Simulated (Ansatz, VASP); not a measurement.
**TiC in VASP and in Ansatz**

The input INCAR:

```
PREC = Accurate
ENCUT = 600
EDIFF = 1E-6
ISMEAR = 0
SIGMA = 0.05
LREAL = F
LASPH = T
NELM = 120
ALGO = Normal
ISIF = 2
LWAVE = F
LCHARG = T
GGA = PE
LELF = T
LVHAR = T
NBANDS = 15
GGA_COMPAT = F
```

File KPOINTS:

```
Automatic mesh
0
Gamma
  6 6 6
```

POSCAR

```
TiC
1.0
    0.0000000000      2.1658955069      2.1658955069
    2.1658955069      0.0000000000      2.1658955069
    2.1658955069      2.1658955069      0.0000000000
Ti C
1 1
Direct
    0.0000000000      0.0000000000      0.0000000000
    0.5000000000      0.5000000000      0.5000000000
```

Input for Ansatz:

```yaml
crystal:
  lattice:
    - [0.0, 2.1658955069, 2.1658955069]
    - [2.1658955069, 0.0, 2.1658955069]
    - [2.1658955069, 2.1658955069, 0.0]
  atoms:
    - { symbol: Ti, position: [0.0, 0.0, 0.0] }
    - { symbol: C, position: [0.5, 0.5, 0.5] }
basis:
  ecutwfc: 420
kpoints:
  mp_grid: { grid: [6, 6, 6] }
hamiltonian:
  xc: pbe
scf:
  occupations: { method: gaussian, width: 0.05 }
output:
  forces: true
  stress: true
  eigenvalues: true
```

Alike in both runs: task single point; functional PBE; k mesh 6 × 6 × 6; occupations gaussian, width 0.05 eV; no spin polarisation.

```csv
,VASP,Ansatz
version,VASP 6.6.1,Ansatz 0.2.0
potentials or method,"VASP PAW PBE potentials, release 64 (Ti_sv, C), cutoff 600 eV","scalar-relativistic, plane waves, PAW"
valence electrons in the cell,16,16
```

Ansatz gave:

```
gap on the k mesh at the Fermi level (eV) : none
pressure (GPa)                            : 0.2
```

Q: What did VASP give for the same quantities?

A: gap on the k mesh at the Fermi level (eV): none; pressure (GPa): 0.3.

A gap of «none» marks a metal or a gap that the smearing closes. With one functional, cell and mesh, what is left measures potentials, basis and numerics.

The k mesh is coarse, so the values compare programs but aren't converged.
